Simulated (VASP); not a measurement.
A run of VASP 6.6.1 is set up as follows.

File INCAR:

```
SYSTEM = Y2LuN3
PREC = Accurate
ENCUT = 600
EDIFF = 1E-6
ISMEAR = 0
SIGMA = 0.01
LREAL = .False.
LASPH = .True.
NELM = 80
ALGO = Normal
ISIF = 4
LWAVE = .False.
LCHARG = .False.
GGA = PE
IBRION = 2
NSW = 50
EDIFFG = -0.01
```

Contents of KPOINTS:

```
Automatic mesh
0
Gamma
  12 12 4
  0 0 0
```

File POSCAR:

```
Y2LuN3
1.0
    3.3650784030      0.0000000283      0.0000000000
   -1.6825392260      2.9142433686      0.0000000000
    0.0000000000      0.0000000000      8.2444666866
Y Lu N
2 1 3
Direct
    0.3333333333      0.6666666667      0.6691085064
    0.6666666667      0.3333333333      0.3308914936
    0.0000000000      0.0000000000      0.0000000000
    0.3333333333      0.6666666667      0.1615844326
    0.6666666667      0.3333333333      0.8384155674
    0.0000000000      0.0000000000      0.5000000000
```

Potentials or basis: VASP PAW PBE potentials, release 64 (Y_sv, Lu, N).

The run is started by

```sh
$ cat potpaw_PBE.64/Y_sv/POTCAR potpaw_PBE.64/Lu/POTCAR potpaw_PBE.64/N/POTCAR > POTCAR
$ mpirun -np 1 vasp_std > vasp.out
```

(1) Estimate the band gap on the k mesh.

Answers

(1) zero (bands 31 and 32 overlap by 0.05 eV).

Caveat: spin-orbit coupling is left out, which moves the levels of the heavy elements.
